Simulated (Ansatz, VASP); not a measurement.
BAs in VASP and in Ansatz

```xyz
2
Lattice="0.0000 2.3885 2.3168 2.3885 0.0000 2.3168 2.3885 2.3885 0.0000" Properties=species:S:1:pos:R:3 pbc="T T T"
B     0.0000    0.0000    0.0000
As    3.5827    3.5827    3.4753
```

Change from the starting cell: zz strain of -3 %.

Alike in both runs: task single point; functional PBE; k mesh 15 × 15 × 15; occupations fermi-dirac, width 0.03 eV; no spin polarisation.

```csv
,VASP,Ansatz
version,VASP 6.6.1,Ansatz 0.2.0
potentials or method,"VASP PAW PBE potentials, release 64 (B, As), cutoff 520 eV","all-electron LAPW, scalar-relativistic"
```

Ansatz gave:

| Property | Result |
| --- | --- |
| pressure (GPa) | 7.3 |
| traceless stress, the component that is largest in VASP (GPa) | 4.12 |

Task: Which values does VASP return?

Result: Pressure (GPa): 8.1; traceless stress, the component that is largest in VASP (GPa): 4.09.

Ansatz ran all-electron here, and VASP with PAW potentials.
